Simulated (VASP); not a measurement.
The system is Sn5C.

```xyz
6
Lattice="4.3001 0.0000 0.0000 -2.1501 3.7240 0.0000 0.0000 0.0000 11.1020" Properties=species:S:1:pos:R:3 pbc="T T T"
C     0.0000    0.0000    0.0171
Sn    2.1501    1.2413    7.7034
Sn    0.0000    2.4827    3.5577
Sn    2.1501    1.2413   10.6321
Sn    0.0000    2.4827    6.4045
Sn    0.0000    0.0000    2.2157
```

- Program: VASP 6.6.1
- Task: relaxation of cell and atoms
- Functional: r2SCAN
- Potentials or basis: VASP PAW PBE potentials, release 64 (C, Sn_d)
- Cutoff: 600 eV
- k mesh: 6 × 6 × 2
- Occupations: fermi-dirac, width 0.02 eV
- Spin: no spin polarisation

At the start: pressure -1.7 GPa; volume 29.63 Å³/atom.

Q: Where does the relaxation end?

A: Over 16 steps the energy falls by 6.8 meV/atom and the volume is 28.72 Å³/atom (-3.1 %); space group P3m1 (No. 156, to 0.1 Å) before and after.

The path:
```tsv
step	energy change (eV)	largest force (eV/Å)	pressure (GPa)	volume (Å³)
1	0.0000	0.1444	-1.69	177.78
2	-0.0302	0.3076	0.78	169.87
3	-0.0350	0.2637	0.06	171.93
4	-0.0383	0.0736	0.07	171.78
5	-0.0389	0.0770	0.08	171.69
6	-0.0401	0.0828	0.02	172.01
7	-0.0402	0.0878	0.01	172.11
8	-0.0407	0.0291	-0.02	172.31
9	-0.0408	0.0182	-0.03	172.39
10	-0.0408	0.0184	-0.03	172.40
11	-0.0409	0.0105	0.01	172.28
12	-0.0409	0.0111	0.03	172.26
13	-0.0409	0.0062	0.00	172.29
14	-0.0409	0.0042	0.02	172.31
15	-0.0409	0.0108	-0.01	172.34
16	-0.0409	0.0043	0.01	172.32
```

Final structure:
```
C Sn
1.0
     4.27682    0.00000    0.00000
    -2.13841    3.70383    0.00000
     0.00000    0.00000   10.87835
C Sn
1 5
Cartesian
  0.0000 0.0000 0.0188
  2.1384 1.2346 7.5220
  0.0000 2.4692 3.4870
  2.1384 1.2346 10.3990
  0.0000 2.4692 6.2845
  0.0000 0.0000 2.2040
```

Caveat: the PAW data sets were made with another functional, which shifts forces and pressure a little.
